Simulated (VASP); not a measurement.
# Hf (Fm-3m) in VASP: a series of runs

The runs below take Hf through relaxation of cell and atoms, with PBE.

Everything below comes from runs of VASP 6.6.1. Logs are shortened: lines on timing, memory, paths and dates and some standing lists are left out, and cuts for length are marked.

## Step 1: The cell of the first run

It takes space group Fm-3m (No. 225, cubic). The conventional cell has a = 3.538 Å, b = 3.538 Å, c = 3.538 Å, α = 90.00°, β = 90.00°, γ = 90.00°. Within 3.3 Å of Hf (site symmetry m-3m) lie 12 Hf at 2.50 Å.

## Step 2: Relaxation of cell and atoms, PBE, target pressure 250 GPa, at which the enthalpy is minimised

INCAR reads:

```
SYSTEM = Hf
PREC = Accurate
ENCUT = 600
EDIFF = 1E-7
ISMEAR = -1
SIGMA = 0.1
LREAL = .False.
LASPH = .True.
NELM = 80
ALGO = Normal
ISIF = 3
LWAVE = .False.
LCHARG = .False.
GGA = PE
IBRION = 2
NSW = 60
EDIFFG = -0.005
PSTRESS = 2500.0
```

KPOINTS reads:

```
Automatic mesh
0
Gamma
  19 19 19
  0 0 0
```

POSCAR reads:

```
Hf
1.0
    0.0000000000      1.7687654661      1.7687654661
    1.7687654661      0.0000000000      1.7687654661
    1.7687654661      1.7687654661      0.0000000000
Hf
1
Direct
    0.0000000000      0.0000000000      0.0000000000
```

Potentials or basis: VASP PAW PBE potentials, release 64 (Hf_pv).

The run is started by

```console
cat potpaw_PBE.64/Hf_pv/POTCAR > POTCAR
mpirun -np 1 vasp_std > vasp.out
```

OUTCAR:

```text
SYSTEM = Hf
   PREC = Accurate
   ENCUT = 600
   EDIFF = 1E-7
   ISMEAR = -1
   LREAL = .False.
   LASPH = .True.
   NELM = 80
   ISIF = 3
   GGA = PE
   IBRION = 2
   NSW = 60
   EDIFFG = -0.005
   PSTRESS = 2500.0

 ion  position               nearest neighbor table
   1  0.000  0.000  0.000-

  LATTYP: Found a face centered cubic cell.
 ALAT       =     3.5375309322

  Lattice vectors:

 A1 = (   0.0000000000,   1.7687654661,   1.7687654661)
 A2 = (   1.7687654661,   0.0000000000,   1.7687654661)
 A3 = (   1.7687654661,   1.7687654661,   0.0000000000)

Analysis of symmetry for initial positions (statically):
=====================================================================
 Subroutine PRICEL returns:
 Original cell was already a primitive cell.

 Routine SETGRP: Setting up the symmetry group for a
 face centered cubic supercell.

 Subroutine GETGRP returns: Found 48 space group operations
 (whereof 48 operations were pure point group operations)
 out of a pool of 48 trial point group operations.

The static configuration has the point symmetry O_h .

Analysis of symmetry for dynamics (positions and initial velocities):
=====================================================================
 Subroutine PRICEL returns:
 Original cell was already a primitive cell.

 Routine SETGRP: Setting up the symmetry group for a
 face centered cubic supercell.

 Subroutine GETGRP returns: Found 48 space group operations
 (whereof 48 operations were pure point group operations)
 out of a pool of 48 trial point group operations.

The dynamic configuration has the point symmetry O_h .

 Subroutine INISYM returns: Found 48 space group operations
 (whereof 48 operations are pure point group operations),
 and found     1 'primitive' translations

----------------------------------------------------------------------------------------

                                     Primitive cell

  volume of cell :      11.0673

  direct lattice vectors                    reciprocal lattice vectors
     0.000000000  1.768765466  1.768765466    -0.282683041  0.282683041  0.282683041
     1.768765466  0.000000000  1.768765466     0.282683041 -0.282683041  0.282683041
     1.768765466  1.768765466  0.000000000     0.282683041  0.282683041 -0.282683041

  length of vectors
     2.501412111  2.501412111  2.501412111     0.489621389  0.489621389  0.489621389

  position of ions in fractional coordinates (direct lattice)
     0.000000000  0.000000000  0.000000000

  ion indices of the primitive-cell ions
   primitive index   ion index
                 1           1

----------------------------------------------------------------------------------------

 KPOINTS: Automatic mesh

Automatic generation of k-mesh.
 Grid dimensions read from file:
 generate k-points for:   19   19   19

 Generating k-lattice:

  Cartesian coordinates                     Fractional coordinates (reciprocal lattice)
    -0.014878055  0.014878055  0.014878055     0.052631579  0.000000000  0.000000000
     0.014878055 -0.014878055  0.014878055     0.000000000  0.052631579  0.000000000
     0.014878055  0.014878055 -0.014878055     0.000000000  0.000000000  0.052631579

  Length of vectors
     0.025769547  0.025769547  0.025769547

  Shift w.r.t. Gamma in fractional coordinates (k-lattice)
     0.000000000  0.000000000  0.000000000

 Subroutine IBZKPT returns following result:
 ===========================================

 Found    220 irreducible k-points:

 Following reciprocal coordinates:
            Coordinates               Weight
  0.000000  0.000000  0.000000      1.000000
  0.052632  0.000000  0.000000      8.000000
  0.105263  0.000000  0.000000      8.000000
  0.157895  0.000000  0.000000      8.000000
  0.210526  0.000000  0.000000      8.000000
  0.263158  0.000000  0.000000      8.000000
[... 16 lines left out ...]
 -0.315789  0.052632  0.000000     24.000000
 -0.263158  0.052632  0.000000     24.000000
 [... further k-points ...]
   k-points           NKPTS =    220   k-points in BZ     NKDIM =    220   number of bands    NBANDS=      9
   number of dos      NEDOS =    301   number of ions     NIONS =      1
   total plane-waves  NPLWV =   8000
   dimension x,y,z NGX =    20 NGY =   20 NGZ =   20
   dimension x,y,z NGXF=    40 NGYF=   40 NGZF=   40
   ions per type =               1
   NGX,Y,Z   is equivalent  to a cutoff of  13.29, 13.29, 13.29 a.u.
   NGXF,Y,Z  is equivalent  to a cutoff of  26.58, 26.58, 26.58 a.u.
 SYSTEM =  Hf
   PREC   = accura    normal or accurate (medium, high low for compatibility)
   ISTART =      0    job   : 0-new  1-cont  2-samecut
   ICHARG =      2    charge: 1-file 2-atom 10-const
   ISPIN  =      1    spin polarized calculation?
   LNONCOLLINEAR =      F non collinear calculations
   LSORBIT =      F    spin-orbit coupling
   LASPH  =      T    aspherical Exc in radial PAW
   ENCUT  =  600.0 eV  44.10 Ry    6.64 a.u.   5.00  5.00  5.00*2*pi/ulx,y,z
   NELM   =     80;   NELMIN=  2; NELMDL= -5     # of ELM steps
   EDIFF  = 0.1E-06   stopping-criterion for ELM
   LREAL  =      F    real-space projection
   EDIFFG = -.5E-02   stopping-criterion for IOM
   NSW    =     60    number of steps for IOM
   IBRION =      2    ionic relax: 0-MD 1-quasi-New 2-CG
   NFREE  =      1    steps in history (QN), initial steepest desc. (CG)
   ISIF   =      3    stress and relaxation
   ISYM   =      2    0-nonsym 1-usesym 2-fastsym
   POTIM  = 0.5000    time-step for ionic-motion
   TEBEG  =    0.0;   TEEND  =   0.0 temperature during run
   PSTRESS= 2500.0 pullay stress
   NELECT =      10.0000    total number of electrons
   NUPDOWN=      -1.0000    fix difference up-down
   EMIN   =  10.00;   EMAX   =-10.00  energy-range for DOS
   EFERMI =   0.00;   METHOD = LEGACY
   ISMEAR =    -1;   SIGMA  =   0.10  broadening in eV -4-tet -1-fermi 0-gaus
   EFERMI_NEDOS =   21; number of points for ismear=-14 and -15
   IALGO  =     38    algorithm
   IMIX   =      4    mixing-type and parameters
     AMIX     =   0.40;   BMIX     =  1.00
     AMIX_MAG =   1.60;   BMIX_MAG =  1.00
  volume/ion in A,a.u.               =      11.07        74.69
  Fermi-wavevector in a.u.,A,eV,Ry     =   1.582685  2.990842 34.081137  2.504893
  Thomas-Fermi vector in A             =   2.682571
   LORBIT       =      0    0 simple, 1 ext, 2 COOP (PROOUT), +10 PAW based schemes
   GGA     = PE    functional components
   LHFCALC =     F    Hartree Fock is set to
   AEXX    =    0.0000 exact exchange contribution
   IVDW    =     0    specifies the selected vdW correction
   LEPSILON=     F    determine dielectric tensor
   LRPA    =     F    only Hartree local field effects (RPA)
 conjugate gradient relaxation of ions
 non-spin polarized calculation
  energy-cutoff  :      600.00
  volume of cell :       11.07
 maximum number of plane-waves:       381
   NGX =  9   NGY =  9   NGZ =  9

--------------------------------------- Ionic step        1  -------------------------------------------

 number of electron      10.0000000 magnetization

 number of electron       9.9999999 magnetization

 Free energy of the ion-electron system (eV)
  ---------------------------------------------------
  ext. energy  EPLUGINS =         0.00000000
  ---------------------------------------------------
  free energy    TOTEN  =        -4.81398469 eV

  energy without entropy =       -4.79801371  energy(sigma->0) =       -4.80599920

------------------------ aborting loop because EDIFF is reached ----------------------------------------

  FORCE on cell =-STRESS in cart. coord.  units (eV):
  Direction    XX          YY          ZZ          XY          YZ          ZX
  --------------------------------------------------------------------------------------
  -------------------------------------------------------------------------------------
  Total       17.1313188     17.1313188     17.1313188      0.0000000     -0.0000000      0.0000000
  in kB     2480.0511178   2480.0511178   2480.0511178      0.0000000     -0.0000000      0.0000000
  external PRESSURE =     -19.9488822 kB  Pullay stress =    2500.0000000 kB

 VOLUME and BASIS-vectors are now :
 -----------------------------------------------------------------------------
  energy-cutoff  :      600.00
  volume of cell :       11.07
      direct lattice vectors                 reciprocal lattice vectors
     0.000000000  1.768765466  1.768765466    -0.282683041  0.282683041  0.282683041
     1.768765466  0.000000000  1.768765466     0.282683041 -0.282683041  0.282683041
     1.768765466  1.768765466  0.000000000     0.282683041  0.282683041 -0.282683041
[... 44 lines left out ...]
  FREE ENERGIE OF THE ION-ELECTRON SYSTEM (eV)
  ---------------------------------------------------
  free  energy   TOTEN  =        -4.4632076104 eV

  energy  without entropy=       -4.4478578905  energy(sigma->0) =       -4.45553275

  enthalpy is  TOTEN    =        12.4637889971 eV   P V=       16.9269966076

--------------------------------------- Ionic step        3  -------------------------------------------

 number of electron      10.0000000 magnetization

 Free energy of the ion-electron system (eV)
  ---------------------------------------------------
  ext. energy  EPLUGINS =         0.00000000
  ---------------------------------------------------
  free energy    TOTEN  =        -4.77248294 eV

  energy without entropy =       -4.75658727  energy(sigma->0) =       -4.76453511

 E-fermi :  11.1109     XC(G=0): -14.9761

 val. band max:       11.0581664700   @ k =   0.3158   0.1053   0.0526
 cond. band min:      11.1148324092   @ k =  -0.3158   0.1053   0.0000
 fundamental gap:      0.0566659391
 Fermi energy:        11.1109055957

 k-point     1 :       0.0000    0.0000    0.0000
  band No.  band energies     occupation
      1     -16.4107      2.00000
      2     -16.4107      2.00000
      3     -16.4107      2.00000
      4       2.8981      2.00000
      5      11.9695      0.00037
      6      11.9695      0.00037
      7      11.9695      0.00037
      8      18.4091      0.00000
      9      18.4091      0.00000

 k-point     2 :       0.0526    0.0000    0.0000
  band No.  band energies     occupation
      1     -16.6311      2.00000
      2     -16.4327      2.00000
      3     -16.4327      2.00000
      4       3.1646      2.00000
      5      11.7696      0.00275
      6      12.0817      0.00012
      7      12.0817      0.00012
      8      18.2306      0.00000
      9      18.2306      0.00000
[... 253 lines left out ...]
 k-point    24 :      -0.2632    0.0526    0.0000
  band No.  band energies     occupation
      1     -20.3937      2.00000
      2     -17.1007      2.00000
      3     -16.7960      2.00000
      4       5.8214      2.00000
      5      12.1246      0.00008
      6      12.4815      0.00000
      7      12.5814      0.00000
      8      17.6928      0.00000
      9      20.0505      0.00000

 [... further k-points ...]

------------------------ aborting loop because EDIFF is reached ----------------------------------------

  FORCE on cell =-STRESS in cart. coord.  units (eV):
  Direction    XX          YY          ZZ          XY          YZ          ZX
  --------------------------------------------------------------------------------------
  -------------------------------------------------------------------------------------
  Total       17.2263732     17.2263732     17.2263732     -0.0000000      0.0000000      0.0000000
  in kB     2499.8443831   2499.8443831   2499.8443831     -0.0000000      0.0000000      0.0000000
  external PRESSURE =      -0.1556169 kB  Pullay stress =    2500.0000000 kB

 VOLUME and BASIS-vectors are now :
 -----------------------------------------------------------------------------
  energy-cutoff  :      600.00
  volume of cell :       11.04
      direct lattice vectors                 reciprocal lattice vectors
     0.000000000  1.767341551  1.767341551    -0.282910793  0.282910793  0.282910793
     1.767341551  0.000000000  1.767341551     0.282910793 -0.282910793  0.282910793
     1.767341551  1.767341551  0.000000000     0.282910793  0.282910793 -0.282910793

 POSITION                                       TOTAL-FORCE (eV/Angst)
 -----------------------------------------------------------------------------------
      0.00000      0.00000      0.00000         0.000000      0.000000      0.000000
 -----------------------------------------------------------------------------------
    total drift:                                0.000000      0.000000     -0.000000

  FREE ENERGIE OF THE ION-ELECTRON SYSTEM (eV)
  ---------------------------------------------------
  free  energy   TOTEN  =        -4.7724829389 eV

  energy  without entropy=       -4.7565872727  energy(sigma->0) =       -4.76453511

  enthalpy is  TOTEN    =        12.4549626109 eV   P V=       17.2274455498

 reached required accuracy - stopping structural energy minimisation
```

It took 19 s on 1 thread of Intel Xeon 6975P-C (Granite Rapids), shared host; peak memory 0.15 GiB.

What came out:

```
Free energy                                            : -4.7725 eV
Relaxed volume                                         : 11.04 Å³/atom
Relaxed cell                                           : a = 2.499 Å, b = 2.499 Å, c = 2.499 Å, α = 60.00°, β = 60.00°, γ = 60.00°
Space group after relaxing (to 0.05 Å)                 : Fm-3m (No. 225)
Energy change on relaxing (the enthalpy is what falls) : +41.5 meV/atom
Ionic steps                                            : 3
Pressure after relaxing                                : 250.0 GPa
Band gap on the k mesh                                 : zero (band 5 reaches 12.22 eV, above the bottom of band 6 at 9.93 eV)
```

Step by step:
```tsv
step	energy change (eV)	largest force (eV/Å)	pressure (GPa)	volume (Å³)
1	0.0000	0.0000	248.01	11.07
2	0.3508	0.0000	264.91	10.85
3	0.0415	0.0000	249.98	11.04
```

Final structure:
```yaml
crystal:
  lattice:
    - [0.00000, 1.76734, 1.76734]
    - [1.76734, 0.00000, 1.76734]
    - [1.76734, 1.76734, 0.00000]
  atoms:
    - { symbol: Hf, position: [0.00000, 0.00000, 0.00000] }
```

Levels at points of the mesh, in eV from the Fermi level:
```
           k point  band 2  band 3  band 4  band 5  band 6  band 7  band 8  band 9
(0.00, 0.00, 0.00)  -27.52  -27.52   -8.21    0.86    0.86    0.86    7.30    7.30
```

Caveat: the cell is relaxed towards a set pressure, so the enthalpy falls and the energy may rise; spin-orbit coupling is left out, which moves the levels of the heavy elements.

## Step 3: Relaxation of cell and atoms, PBE, target pressure 250 GPa, at which the enthalpy is minimised

This run uses another cell than the first one, of 11.11 Å³/atom, 1.004 times its volume.

INCAR: that of step 2 with these lines changed.

```diff
@@ -8,3 +8,3 @@
 LASPH = .True.
-NELM = 80
+NELM = 100
 ALGO = Normal
@@ -15,3 +15,3 @@
 IBRION = 2
-NSW = 60
+NSW = 32
 EDIFFG = -0.005
```

KPOINTS is that of step 2.

POSCAR reads:

```
Hf
1.0
    0.0000000000      1.7708444683      1.7708444683
    1.7708444683      0.0000000000      1.7708444683
    1.7708444683      1.7708444683      0.0000000000
Hf
1
Direct
    0.0000000000      0.0000000000      0.0000000000
```

Potentials or basis: VASP PAW PBE potentials, release 64 (Hf_pv).

The run is started by

```console
cat potpaw_PBE.64/Hf_pv/POTCAR > POTCAR
mpirun -np 1 vasp_std > vasp.out
```

It took 25 s on 1 thread of Intel Xeon 6975P-C (Granite Rapids), shared host; peak memory 0.15 GiB.

It converged, with:

| Quantity | Value |
| --- | --- |
| Free energy | -4.7723 eV |
| Relaxed volume | 11.04 Å³/atom |
| Relaxed cell | a = 2.499 Å, b = 2.499 Å, c = 2.499 Å, α = 60.00°, β = 60.00°, γ = 60.00° |
| Space group after relaxing (to 0.05 Å) | Fm-3m (No. 225) |
| Energy change on relaxing (the enthalpy is what falls) | +101.9 meV/atom |
| Ionic steps | 4 |
| Pressure after relaxing | 250.0 GPa |
| Band gap on the k mesh | zero (band 5 reaches 12.22 eV, above the bottom of band 6 at 9.93 eV) |

The path:
```tsv
step	energy change (eV)	largest force (eV/Å)	pressure (GPa)	volume (Å³)
1	0.0000	0.0000	245.13	11.11
2	0.8870	0.0000	288.18	10.57
3	0.0997	0.0000	249.89	11.04
4	0.1019	0.0000	250.00	11.04
```

Final structure:
```
Hf
1.0
     0.00000    1.76733    1.76733
     1.76733    0.00000    1.76733
     1.76733    1.76733    0.00000
Hf
1
Direct
  0.00000 0.00000 0.00000
```

Levels at points of the mesh, in eV from the Fermi level:
```csv
k point,band 3,band 4,band 5,band 6,band 7,band 8
"(0.00, 0.00, 0.00)",-27.52,-8.21,0.86,0.86,0.86,7.30
```

Caveat: the cell is relaxed towards a set pressure, so the enthalpy falls and the energy may rise; spin-orbit coupling is left out, which moves the levels of the heavy elements.
